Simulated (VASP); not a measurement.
**Ir4O: single point with PBE**

System: Ir4O, a slab with vacuum.

```
Ir O
1.0
     2.73676    0.00000    0.00000
     0.00000    3.87036    0.00000
     0.00000    0.00000   19.45994
Ir O
4 1
Direct
  0.50000 0.50000 0.20555
  0.00000 0.00000 0.27587
  0.50000 0.50000 0.34543
  0.00000 0.00000 0.40904
  0.33333 0.00000 0.48722
```

```yaml
Program: VASP 6.6.1
Task: single point
Functional: PBE
Potentials_or_basis: VASP PAW PBE potentials, release 64 (Ir_sv_GW, O)
Cutoff: 520 eV
k_mesh: 10 × 7 × 1
Occupations: gaussian, width 0.1 eV
Spin: no spin polarisation
```

* Largest force: 1.770 eV/Å
* Band gap on the k mesh: zero (bands 37 and 38 overlap by 1.05 eV)

Forces on the atoms (eV/Å):
```
Ir  -0.041  0.000  0.876
Ir  -0.111  0.000 -1.493
Ir   0.363  0.000 -0.928
Ir  -1.112  0.000  1.377
O    0.900  0.000  0.168
```

Levels at points of the mesh, in eV from the Fermi level:
```csv
k point,band 33,band 34,band 35,band 36,band 37,band 38,band 39,band 40,band 41,band 42
"(0.00, 0.00, 0.00)",-1.73,-1.65,-1.24,-0.81,-0.57,0.03,0.14,0.45,0.61,1.27
"(0.50, 0.00, 0.00)",-0.24,-0.12,0.05,0.21,0.80,0.87,1.20,1.52,2.45,2.95
```

Wall time 4.7 min on 1 thread of Intel(R) Xeon(R) 6975P-C (Granite Rapids), with other jobs on the host, peak memory 0.39 GiB.

Caveat: spin-orbit coupling is left out, which moves the levels of the heavy elements.
